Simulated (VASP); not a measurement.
Input of a VASP 6.6.1 run:

Contents of INCAR:

```
  PREC = Accurate
  ENCUT = 520
  EDIFF = 1E-6
  ISMEAR = -1
  SIGMA = 0.08
  LREAL = F
  LASPH = T
  NELM = 150
  ALGO = Normal
  ISIF = 2
  LWAVE = F
  LCHARG = F
  ISPIN = 2
  MAGMOM = 1 1
  LORBIT = 11
  LMAXMIX = 4
  GGA = PE
  NBANDS = 21
```

Contents of KPOINTS:

```
Automatic mesh
0
Gamma
  19 19 19
```

File POSCAR:

```
Ni
1.0
   -2.0530825100      2.0530825100      1.1126463311
    2.0530825100     -2.0530825100      1.1126463311
    2.0530825100      2.0530825100     -1.1126463311
Ni
2
Direct
   -0.3750000000     -0.1250000000     -0.2500000000
    0.3750000000      0.1250000000      0.2500000000
```

Potentials or basis: VASP PAW PBE potentials, release 64 (Ni).

Run with:

```console
$ cat potpaw_PBE.64/Ni/POTCAR > POTCAR
$ mpirun -np 1 vasp_std > vasp.out
```

Question: Predict the band gap on the k mesh.

Answer: Zero (filled and empty bands overlap).

Question: Predict the pressure.

Answer: 68.1 GPa.

Question: Predict the net moment.

Answer: 0.00 μB per cell.

Caveat: the cell stands under pressure; the moments typed at the start vanished in this run.
